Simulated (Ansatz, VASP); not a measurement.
**TePb in VASP and in Ansatz**

Contents of INCAR:

```
  ALGO = Normal
  EDIFF = 1E-7
  ENCUT = 520
  GGA = PE
  ISIF = 2
  ISMEAR = -1
  LASPH = T
  LCHARG = T
  LELF = T
  LREAL = F
  LVHAR = T
  LWAVE = F
  NBANDS = 28
  NELM = 80
  PREC = Accurate
  SIGMA = 0.02
```

The input KPOINTS:

```
k-points
0
Gamma
  6 6 4
```

File POSCAR:

```
TePb
1.0
    4.4781391789      0.0000000000      0.0000000000
   -2.2390695895      3.8781822906      0.0000000000
    0.0000000000      0.0000000000      7.7952490245
Pb Te
2 2
Direct
    0.0000000000      0.0000000000      0.0000000000
    0.0000000000      0.0000000000      0.5000000000
    0.3333333333      0.6666666667      0.2500000000
    0.6666666667      0.3333333333      0.7500000000
```

Input for Ansatz:

```yaml
crystal:
  lattice:
    - [4.4781391789, 0.0, 0.0]
    - [-2.2390695895, 3.8781822906, 0.0]
    - [0.0, 0.0, 7.7952490245]
  atoms:
    - { symbol: Pb, position: [0.0, 0.0, 0.0] }
    - { symbol: Pb, position: [0.0, 0.0, 0.5] }
    - { symbol: Te, position: [0.3333333333, 0.6666666667, 0.25] }
    - { symbol: Te, position: [0.6666666667, 0.3333333333, 0.75] }
kpoints:
  mp_grid: { grid: [6, 6, 4] }
hamiltonian:
  xc: pbe
scf:
  occupations: { method: fermi_dirac, width: 0.02 }
  n_extra_bands: 5
output:
  forces: true
  stress: true
  eigenvalues: true
```

Alike in both runs: task single point; functional PBE; k mesh 6 × 6 × 4; occupations fermi-dirac, width 0.02 eV; no spin polarisation.

```csv
,VASP,Ansatz
version,VASP 6.6.1,Ansatz 0.2.0
potentials or method,"VASP PAW PBE potentials, release 64 (Pb_d, Te)","plane waves, PAW"
plane-wave cutoff (eV),520,420
valence electrons in the cell,40,60
```

|  | VASP | Ansatz | Ansatz less VASP |
| --- | --- | --- | --- |
| pressure (GPa) | 2.6 | 2.7 | +0.04 |
| traceless stress, the component that is largest in VASP (GPa) | 0.23 | 0.23 | +0.004 |

VASP's potentials hold 40 valence electrons a cell and Ansatz's 60, so a difference there can come from the potentials and not from the codes.

Spin-orbit coupling is off throughout.
